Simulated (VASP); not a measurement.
Here is a VASP 6.6.1 calculation.

Contents of INCAR:

```
PREC = Accurate
ENCUT = 520
EDIFF = 1E-7
ISMEAR = -1
SIGMA = 0.02
LREAL = False
LASPH = True
NELM = 60
ALGO = Normal
ISIF = 2
LWAVE = False
LCHARG = False
GGA = PE
NBANDS = 16
```

KPOINTS

```
regular mesh
0
Gamma
  8 8 8
```

Contents of POSCAR:

```
ZnS
1.0
    0.0000000000      2.7749084075      2.5957808112
    2.7749084075      0.0000000000      2.5957808112
    2.7749084075      2.7749084075      0.0000000000
Zn S
1 1
Direct
    0.0000000000      0.0000000000      0.0000000000
    0.2500000000      0.2500000000      0.2500000000
```

Potentials or basis: VASP PAW PBE potentials, release 64 (Zn, S).

Command:

```bash
$ cat potpaw_PBE.64/Zn/POTCAR potpaw_PBE.64/S/POTCAR > POTCAR
$ mpirun -np 1 vasp_std > vasp.out
```

(1) What does it give for the band gap on the k mesh?

(2) Estimate the pressure.

Results:

(1) 1.91 eV.

(2) 0.7 GPa.

Caveat: the cell differs from its parent crystal (epitaxial xy strain +3.0%).
